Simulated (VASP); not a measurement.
## B16P16H (a cell with a defect): single point with PBE

System: B16P16H (a cell with a defect).

```
B P H
1.0
    -4.54819    4.54819   -4.54819
    -4.54819   -4.54819    4.54819
     4.54819    4.54819    4.54819
B P H
16 16 1
Direct
  0.25413 0.24874 0.50078
  0.00000 0.50293 0.50072
  0.00000 0.24881 0.74799
  0.75004 0.74912 0.49773
  0.75028 0.49875 0.74767
  0.74930 0.24877 0.99795
  0.50032 0.99880 0.49774
  0.50322 0.75201 0.74964
  0.49969 0.49849 0.99742
  0.49678 0.24879 0.24641
  0.24997 0.99909 0.74770
  0.24972 0.74847 0.99740
  0.25070 0.49946 0.24865
  0.00000 0.99804 0.99794
  0.00000 0.74545 0.24634
  0.74588 0.99462 0.24666
  0.00000 0.99850 0.24940
  0.74976 0.24879 0.24943
  0.74900 0.99778 0.49798
  0.49962 0.49900 0.24786
  0.50196 0.24877 0.49790
  0.50038 0.99938 0.74824
  0.25021 0.74839 0.24782
  0.25023 0.49902 0.49966
  0.25101 0.24878 0.74899
  0.24941 0.99857 0.99763
  0.00000 0.75080 0.49787
  0.00000 0.49982 0.74896
  0.00000 0.24876 0.99998
  0.75059 0.74915 0.74821
  0.74979 0.49817 0.99761
  0.49804 0.74681 0.99594
  0.99999 0.24747 0.34946
```

```
Program             : VASP 6.6.1
Task                : single point
Functional          : PBE
Potentials or basis : VASP PAW PBE potentials, release 64 (B, P, H)
Cutoff              : 520 eV
k mesh              : 2 × 2 × 2, shifted
Occupations         : gaussian, width 0.02 eV
Spin                : no spin polarisation
```

- Largest force: 1.013 eV/Å

Forces on the atoms (eV/Å):
```
B   -0.015  0.083 -0.010
B   -0.007 -0.007  0.079
B    0.019  0.019  0.021
B    0.014  0.016  0.017
B    0.016  0.016  0.015
B    0.020  0.026  0.023
B    0.013  0.015  0.017
B    0.007  0.020  0.022
B    0.015  0.013  0.017
B    0.020  0.007  0.022
B    0.016  0.014  0.017
B    0.016  0.016  0.015
B    0.026  0.020  0.023
B    0.019  0.019  0.029
B    0.021  0.021  0.007
B    0.083 -0.015 -0.010
P    0.016  0.016  0.062
P    0.016  0.067  0.006
P    0.021  0.011  0.012
P    0.013  0.016  0.014
P    0.010  0.021  0.010
P    0.016  0.013  0.014
P    0.015  0.019  0.014
P    0.067  0.016  0.006
P    0.011  0.021  0.012
P    0.017  0.016  0.014
P    0.016  0.016  0.011
P    0.012  0.012  0.017
P    0.028  0.028  0.023
P    0.016  0.017  0.014
P    0.019  0.015  0.014
P    0.021  0.010  0.010
H   -0.597 -0.597 -0.560
```

Levels at points of the mesh, in eV from the Fermi level:
```csv
k point,band 63,band 64,band 65,band 66,band 67,band 68
"(0.25, 0.25, 0.25)",-1.93,-1.93,-0.18,1.57,1.62,1.62
```

It took 13 min on 1 thread of Intel Xeon 8259CL (shared host), peak memory 0.51 GiB.

Caveat: the cell carries a net charge on a neutralising background, which shifts energy and pressure; the cell is charged against a uniform background, so pressure and absolute levels hang on convention.
